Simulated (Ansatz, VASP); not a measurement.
**Zn3CdTe4: VASP beside Ansatz**

Contents of INCAR:

```
  PREC = Accurate
  ENCUT = 600
  EDIFF = 1E-7
  ISMEAR = 0
  SIGMA = 0.02
  LREAL = F
  LASPH = T
  NELM = 80
  ALGO = Normal
  ISIF = 3
  LWAVE = F
  LCHARG = F
  GGA = PE
  IBRION = 2
  NSW = 100
  EDIFFG = -0.01
```

The input KPOINTS:

```
regular mesh
0
Gamma
  6 6 2
```

POSCAR

```
Zn3CdTe4
1.0
    4.4318828000      0.0000000000      0.0000000000
   -2.2159414000      3.8381231000      0.0000000000
    0.0000000000      0.0000000000     14.6492271000
Zn Cd Te
3 1 4
Direct
    0.3333333000      0.6666667000      0.5001730000
    0.6666667000      0.3333333000      0.2572110000
    0.6666667000      0.3333333000      0.7424750000
    0.3333333000      0.6666667000      0.0034490000
    0.3333333000      0.6666667000      0.1978140000
    0.3333333000      0.6666667000      0.6833560000
    0.6666667000      0.3333333000      0.4404490000
    0.6666667000      0.3333333000      0.9250730000
```

Input for Ansatz:

```yaml
crystal:
  lattice:
    - [4.4318828, 0.0, 0.0]
    - [-2.2159414, 3.8381231, 0.0]
    - [0.0, 0.0, 14.6492271]
  atoms:
    - { symbol: Zn, position: [0.3333333, 0.6666667, 0.500173] }
    - { symbol: Zn, position: [0.6666667, 0.3333333, 0.257211] }
    - { symbol: Zn, position: [0.6666667, 0.3333333, 0.742475] }
    - { symbol: Cd, position: [0.3333333, 0.6666667, 0.003449] }
    - { symbol: Te, position: [0.3333333, 0.6666667, 0.197814] }
    - { symbol: Te, position: [0.3333333, 0.6666667, 0.683356] }
    - { symbol: Te, position: [0.6666667, 0.3333333, 0.440449] }
    - { symbol: Te, position: [0.6666667, 0.3333333, 0.925073] }
basis:
  ecutwfc: 420
kpoints:
  mp_grid: { grid: [6, 6, 2] }
hamiltonian:
  xc: pbe
scf:
  occupations: { method: gaussian, width: 0.02 }
output:
  forces: true
  stress: true
  eigenvalues: true
relax:
  adjacent_minimum: "off"
  f_tol: 0.01
  max_steps: 80
  cell: { stress_tol: 0.05 }
```

Alike in both runs: task relaxation of cell and atoms; functional PBE; k mesh 6 × 6 × 2; occupations gaussian, width 0.02 eV; no spin polarisation.

|  | VASP | Ansatz |
| --- | --- | --- |
| version | VASP 6.6.1 | Ansatz 0.2.0 |
| potentials or method | VASP PAW PBE potentials, release 64 (Zn, Cd, Te), cutoff 600 eV | scalar-relativistic, plane waves, PAW |
| valence electrons in the cell | 72 | 120 |

|  | VASP | Ansatz | Ansatz less VASP |
| --- | --- | --- | --- |
| gap on the k mesh at the Fermi level, each at its own relaxed structure (eV) | 0.76 | 0.77 | +0.011 |
| relaxed volume (Å³/atom) | 31.20 | 31.15 | -0.052 |
| relaxed length of the cell vector where the two differ most in proportion (Å) | 14.658 | 14.649 | -0.0083 |

VASP's potentials hold 72 valence electrons a cell and Ansatz's 120, so a difference there can come from the potentials and not from the codes.

Spin-orbit coupling is off throughout.
